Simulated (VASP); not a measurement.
# LaTe (Fm-3m) in VASP: a series of runs

LaTe is run at these levels: LDA; tasks: single point.

Program: VASP 6.6.1. These are calculated values, not measurements. Logs are shortened: lines on timing, memory, paths and dates and some standing lists are left out, and cuts for length are marked.

## (1) The cell of the first run

The structure is cubic, space group Fm-3m (No. 225). The conventional cell has a = 6.345 Å, b = 6.345 Å, c = 6.345 Å, α = 90.00°, β = 90.00°, γ = 90.00°. La (site symmetry m-3m) has 6 Te at 3.17 Å within 4.2 Å. Te (site symmetry m-3m) has 6 La at 3.17 Å within 4.2 Å.

## (2) Single point, LDA

The input, INCAR:

```
  PREC = Accurate
  ENCUT = 520
  EDIFF = 1E-6
  ISMEAR = -1
  SIGMA = 0.05
  LREAL = False
  LASPH = True
  NELM = 60
  ALGO = Normal
  ISIF = 2
  LWAVE = False
  LCHARG = False
  GGA = CA
  NBANDS = 16
```

The input, KPOINTS:

```
Automatic mesh
0
Gamma
  11 11 11
```

The input, POSCAR:

```
LaTe
1.0
    0.0000000000      3.1723558217      3.1723558217
    3.1723558217      0.0000000000      3.1723558217
    3.1723558217      3.1723558217      0.0000000000
La Te
1 1
Direct
    0.0000000000      0.0000000000      0.0000000000
    0.5000000000      0.5000000000      0.5000000000
```

Potentials or basis: VASP PAW LDA potentials, release 64 (La, Te).

Launch:

```bash
$ cat potpaw_LDA.64/La/POTCAR potpaw_LDA.64/Te/POTCAR > POTCAR
$ mpirun -np 1 vasp_std > vasp.out
```

OUTCAR:

```text
PREC = Accurate
   ENCUT = 520
   EDIFF = 1E-6
   ISMEAR = -1
   LREAL = False
   LASPH = True
   NELM = 60
   ISIF = 2
   GGA = CA

 ion  position               nearest neighbor table
   1  0.000  0.000  0.000-   2 3.17   2 3.17   2 3.17   2 3.17   2 3.17   2 3.17
   2  0.500  0.500  0.500-   1 3.17   1 3.17   1 3.17   1 3.17   1 3.17   1 3.17

  LATTYP: Found a face centered cubic cell.
 ALAT       =     6.3447116434

  Lattice vectors:

 A1 = (   0.0000000000,   3.1723558217,   3.1723558217)
 A2 = (   3.1723558217,   0.0000000000,   3.1723558217)
 A3 = (   3.1723558217,   3.1723558217,   0.0000000000)

Analysis of symmetry for initial positions (statically):
=====================================================================
 Subroutine PRICEL returns:
 Original cell was already a primitive cell.

 Routine SETGRP: Setting up the symmetry group for a
 face centered cubic supercell.

 Subroutine GETGRP returns: Found 48 space group operations
 (whereof 48 operations were pure point group operations)
 out of a pool of 48 trial point group operations.

The static configuration has the point symmetry O_h .

Analysis of symmetry for dynamics (positions and initial velocities):
=====================================================================
 Subroutine PRICEL returns:
 Original cell was already a primitive cell.

 Routine SETGRP: Setting up the symmetry group for a
 face centered cubic supercell.

 Subroutine GETGRP returns: Found 48 space group operations
 (whereof 48 operations were pure point group operations)
 out of a pool of 48 trial point group operations.

The dynamic configuration has the point symmetry O_h .

 Subroutine INISYM returns: Found 48 space group operations
 (whereof 48 operations are pure point group operations),
 and found     1 'primitive' translations

----------------------------------------------------------------------------------------

                                     Primitive cell

  volume of cell :      63.8522

  direct lattice vectors                    reciprocal lattice vectors
     0.000000000  3.172355822  3.172355822    -0.157611576  0.157611576  0.157611576
     3.172355822  0.000000000  3.172355822     0.157611576 -0.157611576  0.157611576
     3.172355822  3.172355822  0.000000000     0.157611576  0.157611576 -0.157611576

  length of vectors
     4.486388628  4.486388628  4.486388628     0.272991257  0.272991257  0.272991257

  position of ions in fractional coordinates (direct lattice)
[... 79 lines left out ...]
   EDIFF  = 0.1E-05   stopping-criterion for ELM
   LREAL  =      F    real-space projection
   EDIFFG = 0.1E-04   stopping-criterion for IOM
   NSW    =      0    number of steps for IOM
   IBRION =     -1    ionic relax: 0-MD 1-quasi-New 2-CG
   NFREE  =      0    steps in history (QN), initial steepest desc. (CG)
   ISIF   =      2    stress and relaxation
   ISYM   =      2    0-nonsym 1-usesym 2-fastsym
   POTIM  = 0.5000    time-step for ionic-motion
   TEBEG  =    0.0;   TEEND  =   0.0 temperature during run
   PSTRESS=    0.0 pullay stress
   NELECT =      17.0000    total number of electrons
   NUPDOWN=      -1.0000    fix difference up-down
   EMIN   =  10.00;   EMAX   =-10.00  energy-range for DOS
   EFERMI =   0.00;   METHOD = LEGACY
   ISMEAR =    -1;   SIGMA  =   0.05  broadening in eV -4-tet -1-fermi 0-gaus
   EFERMI_NEDOS =   21; number of points for ismear=-14 and -15
   IALGO  =     38    algorithm
   IMIX   =      4    mixing-type and parameters
     AMIX     =   0.40;   BMIX     =  1.00
     AMIX_MAG =   1.60;   BMIX_MAG =  1.00
  volume/ion in A,a.u.               =      31.93       215.45
  Fermi-wavevector in a.u.,A,eV,Ry     =   1.053172  1.990206 15.091187  1.109171
  Thomas-Fermi vector in A             =   2.188283
   LORBIT       =      0    0 simple, 1 ext, 2 COOP (PROOUT), +10 PAW based schemes
   GGA     = CA    functional components
   LHFCALC =     F    Hartree Fock is set to
   AEXX    =    0.0000 exact exchange contribution
   IVDW    =     0    specifies the selected vdW correction
   LEPSILON=     F    determine dielectric tensor
   LRPA    =     F    only Hartree local field effects (RPA)
 non-spin polarized calculation
  energy-cutoff  :      520.00
  volume of cell :       63.85
 maximum number of plane-waves:      1759
 NGX is ok and might be reduce to    36
   NGX = 17   NGY = 17   NGZ = 17

 number of electron      17.0000000 magnetization

 Free energy of the ion-electron system (eV)
  ---------------------------------------------------
  ext. energy  EPLUGINS =         0.00000000
  ---------------------------------------------------
  free energy    TOTEN  =       -12.62905111 eV

  energy without entropy =      -12.61699909  energy(sigma->0) =      -12.62302510

 E-fermi :   8.5728     XC(G=0):  -9.9377

 val. band max:        8.5682204236   @ k =   0.0000   0.0000   0.0000
 cond. band min:       8.5803050982   @ k =  -0.0909   0.0909   0.0000
 fundamental gap:      0.0120846746
 Fermi energy:         8.5728264952

 k-point     1 :       0.0000    0.0000    0.0000
  band No.  band energies     occupation
      1     -24.5687      2.00000
      2      -8.2831      2.00000
      3      -8.2831      2.00000
      4      -8.2831      2.00000
      5      -3.8071      2.00000
      6       6.3395      2.00000
[... 433 lines left out ...]
      3      -8.3714      2.00000
      4      -8.2791      2.00000
      5      -3.0750      2.00000
      6       4.1707      2.00000
[... 8 lines left out ...]
     15      10.1283      0.00000
     16      10.3100      0.00000

 [... further k-points ...]

------------------------ aborting loop because EDIFF is reached ----------------------------------------

  FORCE on cell =-STRESS in cart. coord.  units (eV):
  Direction    XX          YY          ZZ          XY          YZ          ZX
  --------------------------------------------------------------------------------------
  -------------------------------------------------------------------------------------
  Total        0.0239149      0.0239149      0.0239149     -0.0000000      0.0000000     -0.0000000
  in kB        0.6000720      0.6000720      0.6000720     -0.0000000      0.0000000     -0.0000000
  external PRESSURE =       0.6000720 kB  Pullay stress =       0.0000000 kB

 VOLUME and BASIS-vectors are now :
 -----------------------------------------------------------------------------
  energy-cutoff  :      520.00
  volume of cell :       63.85
      direct lattice vectors                 reciprocal lattice vectors
     0.000000000  3.172355822  3.172355822    -0.157611576  0.157611576  0.157611576
     3.172355822  0.000000000  3.172355822     0.157611576 -0.157611576  0.157611576
     3.172355822  3.172355822  0.000000000     0.157611576  0.157611576 -0.157611576

 POSITION                                       TOTAL-FORCE (eV/Angst)
 -----------------------------------------------------------------------------------
      0.00000      0.00000      0.00000         0.000000      0.000000     -0.000000
      3.17236      3.17236      3.17236         0.000000      0.000000      0.000000
 -----------------------------------------------------------------------------------
    total drift:                                0.000000      0.000000      0.000000

  FREE ENERGIE OF THE ION-ELECTRON SYSTEM (eV)
  ---------------------------------------------------
  free  energy   TOTEN  =       -12.6290511133 eV

  energy  without entropy=      -12.6169990945  energy(sigma->0) =      -12.62302510
```

Wall time 76 s (1 thread of Intel Xeon Platinum 8488C (Sapphire Rapids), shared host); peak memory 0.23 GiB.

Results:

| Quantity | Value |
| --- | --- |
| Free energy | -12.6291 eV |
| Pressure | 0.1 GPa |
| Band gap on the k mesh | zero (an odd number of electrons rules out a gap without spin polarisation) |

Caveat: spin-orbit coupling is left out, which moves the levels of the heavy elements.

## (3) Single point, LDA

The input, INCAR:

```
PREC     = Accurate       # precision mode
ENCUT    = 520            # plane-wave cutoff, eV
EDIFF    = 1E-6           # SCF threshold, eV
ISMEAR   = -1             # smearing method
SIGMA    = 0.05           # smearing width, eV
LREAL    = False          # projectors in reciprocal space
LASPH    = True           # aspherical terms in the spheres
NELM     = 100            # most SCF steps
ALGO     = Normal         # electronic algorithm
ISIF     = 2              # what is computed and relaxed
LWAVE    = False          # write WAVECAR
LCHARG   = False          # write CHGCAR
NBANDS   = 16             # bands
```

KPOINTS is that of step 2.

POSCAR is that of step 2.

Potentials or basis: VASP PAW LDA potentials, release 64 (La, Te).

Launch:

```bash
$ cat potpaw_LDA.64/La/POTCAR potpaw_LDA.64/Te/POTCAR > POTCAR
$ mpirun -np 1 vasp_std > vasp.out
```

OUTCAR:

```text
PREC = Accurate
   ENCUT = 520
   EDIFF = 1E-6
   ISMEAR = -1
   LREAL = False
   LASPH = True
   NELM = 100
   ISIF = 2

 ion  position               nearest neighbor table
   1  0.000  0.000  0.000-   2 3.17   2 3.17   2 3.17   2 3.17   2 3.17   2 3.17
   2  0.500  0.500  0.500-   1 3.17   1 3.17   1 3.17   1 3.17   1 3.17   1 3.17

  LATTYP: Found a face centered cubic cell.
 ALAT       =     6.3447116434

  Lattice vectors:

 A1 = (   0.0000000000,   3.1723558217,   3.1723558217)
 A2 = (   3.1723558217,   0.0000000000,   3.1723558217)
 A3 = (   3.1723558217,   3.1723558217,   0.0000000000)

Analysis of symmetry for initial positions (statically):
=====================================================================
 Subroutine PRICEL returns:
 Original cell was already a primitive cell.

 Routine SETGRP: Setting up the symmetry group for a
 face centered cubic supercell.

 Subroutine GETGRP returns: Found 48 space group operations
 (whereof 48 operations were pure point group operations)
 out of a pool of 48 trial point group operations.

The static configuration has the point symmetry O_h .

Analysis of symmetry for dynamics (positions and initial velocities):
=====================================================================
 Subroutine PRICEL returns:
 Original cell was already a primitive cell.

 Routine SETGRP: Setting up the symmetry group for a
 face centered cubic supercell.

 Subroutine GETGRP returns: Found 48 space group operations
 (whereof 48 operations were pure point group operations)
 out of a pool of 48 trial point group operations.

The dynamic configuration has the point symmetry O_h .

 Subroutine INISYM returns: Found 48 space group operations
 (whereof 48 operations are pure point group operations),
 and found     1 'primitive' translations

----------------------------------------------------------------------------------------

[... 110 lines left out ...]
   IMIX   =      4    mixing-type and parameters
     AMIX     =   0.40;   BMIX     =  1.00
     AMIX_MAG =   1.60;   BMIX_MAG =  1.00
  volume/ion in A,a.u.               =      31.93       215.45
  Fermi-wavevector in a.u.,A,eV,Ry     =   1.053172  1.990206 15.091187  1.109171
  Thomas-Fermi vector in A             =   2.188283
   LORBIT       =      0    0 simple, 1 ext, 2 COOP (PROOUT), +10 PAW based schemes
   GGA     = CA    functional components
   LHFCALC =     F    Hartree Fock is set to
   AEXX    =    0.0000 exact exchange contribution
   IVDW    =     0    specifies the selected vdW correction
   LEPSILON=     F    determine dielectric tensor
   LRPA    =     F    only Hartree local field effects (RPA)
 non-spin polarized calculation
  energy-cutoff  :      520.00
  volume of cell :       63.85
 maximum number of plane-waves:      1759
 NGX is ok and might be reduce to    36
   NGX = 17   NGY = 17   NGZ = 17

 number of electron      17.0000000 magnetization

 Free energy of the ion-electron system (eV)
  ---------------------------------------------------
  ext. energy  EPLUGINS =         0.00000000
  ---------------------------------------------------
  free energy    TOTEN  =       -12.62905111 eV

  energy without entropy =      -12.61699909  energy(sigma->0) =      -12.62302510

 E-fermi :   8.5728     XC(G=0):  -9.9377

 val. band max:        8.5682204236   @ k =   0.0000   0.0000   0.0000
 cond. band min:       8.5803050982   @ k =  -0.0909   0.0909   0.0000
 fundamental gap:      0.0120846746
 Fermi energy:         8.5728264952

 k-point     1 :       0.0000    0.0000    0.0000
  band No.  band energies     occupation
      1     -24.5687      2.00000
      2      -8.2831      2.00000
      3      -8.2831      2.00000
      4      -8.2831      2.00000
      5      -3.8071      2.00000
      6       6.3395      2.00000
[... 433 lines left out ...]
      3      -8.3714      2.00000
      4      -8.2791      2.00000
      5      -3.0750      2.00000
      6       4.1707      2.00000
[... 8 lines left out ...]
     15      10.1283      0.00000
     16      10.3100      0.00000

 [... further k-points ...]

------------------------ aborting loop because EDIFF is reached ----------------------------------------

  FORCE on cell =-STRESS in cart. coord.  units (eV):
  Direction    XX          YY          ZZ          XY          YZ          ZX
  --------------------------------------------------------------------------------------
  -------------------------------------------------------------------------------------
  Total        0.0239149      0.0239149      0.0239149     -0.0000000      0.0000000     -0.0000000
  in kB        0.6000720      0.6000720      0.6000720     -0.0000000      0.0000000     -0.0000000
  external PRESSURE =       0.6000720 kB  Pullay stress =       0.0000000 kB

 VOLUME and BASIS-vectors are now :
 -----------------------------------------------------------------------------
  energy-cutoff  :      520.00
  volume of cell :       63.85
      direct lattice vectors                 reciprocal lattice vectors
     0.000000000  3.172355822  3.172355822    -0.157611576  0.157611576  0.157611576
     3.172355822  0.000000000  3.172355822     0.157611576 -0.157611576  0.157611576
     3.172355822  3.172355822  0.000000000     0.157611576  0.157611576 -0.157611576

 POSITION                                       TOTAL-FORCE (eV/Angst)
 -----------------------------------------------------------------------------------
      0.00000      0.00000      0.00000         0.000000      0.000000     -0.000000
      3.17236      3.17236      3.17236         0.000000      0.000000      0.000000
 -----------------------------------------------------------------------------------
    total drift:                                0.000000      0.000000      0.000000

  FREE ENERGIE OF THE ION-ELECTRON SYSTEM (eV)
  ---------------------------------------------------
  free  energy   TOTEN  =       -12.6290511133 eV

  energy  without entropy=      -12.6169990945  energy(sigma->0) =      -12.62302510
```

OSZICAR:

```text
N       E                     dE             d eps       ncg     rms          rms(c)
DAV:   1     0.132835674886E+03    0.13284E+03   -0.57530E+03  1816   0.125E+03
DAV:   2     0.282154086518E+01   -0.13001E+03   -0.11643E+03  2232   0.190E+02
DAV:   3    -0.118161129179E+02   -0.14638E+02   -0.14285E+02  2560   0.951E+01
DAV:   4    -0.126920137076E+02   -0.87590E+00   -0.86795E+00  3024   0.188E+01
DAV:   5    -0.127166225442E+02   -0.24609E-01   -0.24532E-01  2488   0.281E+00    0.400E+00
DAV:   6    -0.126455014015E+02    0.71121E-01   -0.22465E-01  3000   0.424E+00    0.258E+00
DAV:   7    -0.126312135365E+02    0.14288E-01   -0.18077E-02  2760   0.783E-01    0.990E-01
DAV:   8    -0.126291991918E+02    0.20143E-02   -0.44579E-03  2712   0.382E-01    0.126E-01
DAV:   9    -0.126290500428E+02    0.14915E-03   -0.11650E-03  2432   0.168E-01    0.512E-02
DAV:  10    -0.126290525688E+02   -0.25260E-05   -0.81490E-05  2912   0.669E-02    0.366E-02
DAV:  11    -0.126290515357E+02    0.10331E-05   -0.29344E-05  3144   0.340E-02    0.569E-03
DAV:  12    -0.126290511133E+02    0.42232E-06   -0.20542E-06  2304   0.129E-02
   1 F= -.12629051E+02 E0= -.12623025E+02  d E =-.120520E-01
```

It took 84 s on 1 thread of Intel Xeon Platinum 8488C (Sapphire Rapids), shared host; peak memory 0.23 GiB.

What came out:

```
Free energy            : -12.6291 eV
Pressure               : 0.1 GPa
Band gap on the k mesh : zero (an odd number of electrons rules out a gap without spin polarisation)
```

Caveat: spin-orbit coupling is left out, which moves the levels of the heavy elements.

## (4) Single point, LDA

The input, INCAR:

```
SYSTEM = LaTe
PREC = Accurate ; ENCUT = 520
EDIFF = 1E-7 ; ISMEAR = -1
SIGMA = 0.05 ; LREAL = .False.
LASPH = .True. ; NELM = 80
ALGO = Normal ; ISIF = 2
LWAVE = .False. ; LCHARG = .True.
LELF = .True. ; LVHAR = .True.
NBANDS = 16
```

The input, KPOINTS:

```
Automatic mesh
0
Gamma
  11 11 11
  0 0 0
```

POSCAR is that of step 3.

Launch:

```bash
$ cat potpaw_LDA.64/La/POTCAR potpaw_LDA.64/Te/POTCAR > POTCAR
$ mpirun -np 1 vasp_std > vasp.out
```

Run time: 85 s. Hardware: 1 thread of Intel Xeon Platinum 8488C (Sapphire Rapids), shared host; peak memory 0.23 GiB.

Results (log left out):

* Free energy: -12.6291 eV
* Pressure: 0.0 GPa
* Band gap on the k mesh: zero (an odd number of electrons rules out a gap without spin polarisation)

Levels at points of the mesh, in eV from the Fermi level:
```tsv
k point	band 7	band 8	band 9	band 10	band 11	band 12
(0.00, 0.00, 0.00)	-2.23	-2.23	0.00	0.00	0.00	0.73
```

Caveat: spin-orbit coupling is left out, which moves the levels of the heavy elements.

## (5) Single point, LDA

The input, INCAR:

```
ALGO     = Normal         # electronic algorithm
EDIFF    = 1E-6           # SCF threshold, eV
ENCUT    = 520            # plane-wave cutoff, eV
ISIF     = 2              # what is computed and relaxed
ISMEAR   = -1             # smearing method
LASPH    = True           # aspherical terms in the spheres
LCHARG   = False          # write CHGCAR
LREAL    = False          # projectors in reciprocal space
LWAVE    = False          # write WAVECAR
NBANDS   = 16             # bands
NELM     = 100            # most SCF steps
PREC     = Accurate       # precision mode
SIGMA    = 0.05           # smearing width, eV
```

The input, KPOINTS:

```
k-points
0
Gamma
  11 11 11
```

The input, POSCAR:

```
LaTe
1.0
    0.0000000000      3.1723553082      3.1723553082
    3.1723553082      0.0000000000      3.1723553082
    3.1723553082      3.1723553082      0.0000000000
La Te
1 1
Direct
    0.0000000000      0.0000000000      0.0000000000
    0.5000000000      0.5000000000      0.5000000000
```

Launch:

```bash
$ cat potpaw_LDA.64/La/POTCAR potpaw_LDA.64/Te/POTCAR > POTCAR
$ mpirun -np 1 vasp_std > vasp.out
```

It took 59 s on 1 thread of Intel Xeon Platinum 8488C (Sapphire Rapids), shared host; peak memory 0.23 GiB.

The run converged. Its results:

```
Free energy            : -12.6291 eV
Pressure               : 0.1 GPa
Band gap on the k mesh : zero (an odd number of electrons rules out a gap without spin polarisation)
```

Levels at points of the mesh, in eV from the Fermi level:
| k point | band 5 | band 6 | band 7 | band 8 | band 9 | band 10 | band 11 | band 12 | band 13 | band 14 |
| --- | --- | --- | --- | --- | --- | --- | --- | --- | --- | --- |
| (0.00, 0.00, 0.00) | -12.38 | -2.23 | -2.23 | -2.23 | 0.00 | 0.00 | 0.00 | 0.73 | 0.73 | 1.08 |

Caveat: spin-orbit coupling is left out, which moves the levels of the heavy elements.
